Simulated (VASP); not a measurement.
Write the native input for VASP 6.6.1 that does the following.

```
Task                   : single point
Functional             : PBE
Potentials or basis    : VASP PAW PBE potentials, release 64 (Gd, O)
Cutoff                 : 520 eV
k mesh                 : 10 × 10 × 9
Occupations            : fermi-dirac, width 0.05 eV
Spin                   : collinear spin, ferromagnetic start
Starting moments       : [7.0, 0.0] μB
Dipole correction      : no
Further INCAR settings : ALGO = Normal; EDIFF = 1e-06; NBANDS = 23
```

The structure of GdO lies in POSCAR:

```
GdO
1.0
    3.1132995800      0.0000000000      0.0000000000
   -1.5566497900      2.6961965200      0.0000000000
    0.0000000000      0.0000000000      3.0384261400
Gd O
1 1
Direct
    0.0000000000      0.0000000000      0.0000000000
    0.6666666667      0.3333333333      0.5000000000
```

One way to write it, as run:

INCAR

```
PREC     = Accurate       # precision mode
ENCUT    = 520            # plane-wave cutoff, eV
EDIFF    = 1E-6           # SCF threshold, eV
ISMEAR   = -1             # smearing method
SIGMA    = 0.05           # smearing width, eV
LREAL    = False          # projectors in reciprocal space
LASPH    = True           # aspherical terms in the spheres
NELM     = 150            # most SCF steps
ALGO     = Normal         # electronic algorithm
ISIF     = 2              # what is computed and relaxed
LWAVE    = False          # write WAVECAR
LCHARG   = False          # write CHGCAR
ISPIN    = 2              # spin polarisation
MAGMOM   = 7 0            # initial moments
LORBIT   = 11             # projections on sites
LMAXMIX  = 6              # l up to which the mixer works
GGA      = PE             # functional
NBANDS   = 23             # bands
```

KPOINTS

```
Automatic mesh
0
Gamma
  10 10 9
```

Potentials or basis: VASP PAW PBE potentials, release 64 (Gd, O).

Run with:

```sh
$ cat potpaw_PBE.64/Gd/POTCAR potpaw_PBE.64/O/POTCAR > POTCAR
$ mpirun -np 1 vasp_std > vasp.out
```

Results of the run:

```yaml
Pressure: 31.7 GPa
Net_moment: 7.18 μB per cell
Site_moments: Gd +6.83; O -0.02 μB
Valence_electrons_inside_the_program's_atomic_spheres: Gd 15.50; O 5.06
```

Caveat: a cell with one magnetic atom can't hold antiferromagnetic order, which such compounds often take.

It took 110 s on 1 thread of AMD EPYC 9R45 (Zen 5), with other jobs on the host, peak memory 0.17 GiB.
